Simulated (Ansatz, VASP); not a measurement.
# One calculation of Lu, two programs

```xyz
1
Lattice="1.6655 -2.8924 0.0000 1.6655 2.8924 0.0000 0.0000 0.0000 3.1941" Properties=species:S:1:pos:R:3 pbc="T T T"
Lu    1.6655    0.0000    0.0000
```

Alike in both runs: functional PBE; k mesh 6 × 6 × 6; occupations gaussian, width 0.1 eV; no spin polarisation.

Ansatz relaxed the structure, and its values are those at the end. VASP's run is a single point on that final structure, the one shown.

|  | VASP | Ansatz |
| --- | --- | --- |
| version | VASP 6.6.1 | Ansatz 0.2.0 |
| potentials or method | VASP PAW PBE potentials, release 64 (Lu), cutoff 520 eV | scalar-relativistic, plane waves, PAW |
| valence electrons in the cell | 25 | 25 |

```csv
,VASP,Ansatz,Ansatz less VASP
gap on the k mesh at the Fermi level (eV),none,none,-
pressure (GPa),-0.1,-0.1,+0.05
```

A gap of «none» marks a metal or a gap that the smearing closes. The functional is the same, so the differences come from potentials, cutoffs and numerics.

The k mesh is coarse, so the values compare programs but aren't converged. Neither program's run includes spin-orbit coupling.
